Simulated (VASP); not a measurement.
The system is BiO5.

```xyz
6
Lattice="2.9700 1.7147 2.4233 -2.9700 1.7147 2.4233 0.0000 -3.4295 2.4233" Properties=species:S:1:pos:R:3 pbc="T T T"
Bi    0.0000    0.0000    0.0000
O     0.0000    0.0000    3.0316
O     0.0000    0.0000    4.2384
O    -1.4850    0.8574    1.2117
O     0.0000   -1.7147    1.2117
O     1.4850    0.8574    1.2117
```

- Program: VASP 6.6.1
- Task: relaxation of cell and atoms
- Functional: PBE
- Potentials or basis: VASP PAW PBE potentials, release 64 (Bi_d, O)
- Cutoff: 600 eV
- k mesh: 4 × 4 × 4
- Occupations: gaussian, width 0.2 eV
- Spin: no spin polarisation

At the start: pressure 5.1 GPa; volume 12.34 Å³/atom.

**Question.** How do energy, volume and symmetry change on relaxing?

**Answer.** Over 6 steps the energy falls by 11.6 meV/atom and the volume is 13.05 Å³/atom (+5.7 %); space group R-3m (No. 166, to 0.1 Å) before and after.

Step by step:
```tsv
step	energy change (eV)	largest force (eV/Å)	pressure (GPa)	volume (Å³)
1	0.0000	0.3326	5.12	74.05
2	-0.0647	0.8993	0.61	78.36
3	-0.0654	0.7722	0.95	77.93
4	0.0627	3.4432	-4.90	80.62
5	-0.0698	0.0362	-0.09	78.31
6	-0.0698	0.0018	-0.04	78.29
```

Final structure:
```cif
data_structure
_symmetry_space_group_name_H-M 'P 1'
_symmetry_Int_Tables_number 1
_cell_length_a 4.2781
_cell_length_b 4.2781
_cell_length_c 4.2781
_cell_angle_alpha 90.309
_cell_angle_beta 90.309
_cell_angle_gamma 90.309
_cell_volume 78.29
loop_
_atom_site_label
_atom_site_type_symbol
_atom_site_fract_x
_atom_site_fract_y
_atom_site_fract_z
_atom_site_occupancy
Bi1 Bi 0.00000 0.00000 0.00000 1
O1 O 0.41840 0.41840 0.41840 1
O2 O 0.58160 0.58160 0.58160 1
O3 O 0.00000 0.50000 0.00000 1
O4 O 0.00000 0.00000 0.50000 1
O5 O 0.50000 0.00000 0.00000 1
```

Caveat: the k points lie up to 0.37 Å⁻¹ apart in the final cell, too coarse for converged energies and pressures of a metal; the standard files for N, O and F lose accuracy on very short bonds; an odd number of electrons without spin polarisation forces a metal; a magnetic or distorted state may lie lower.
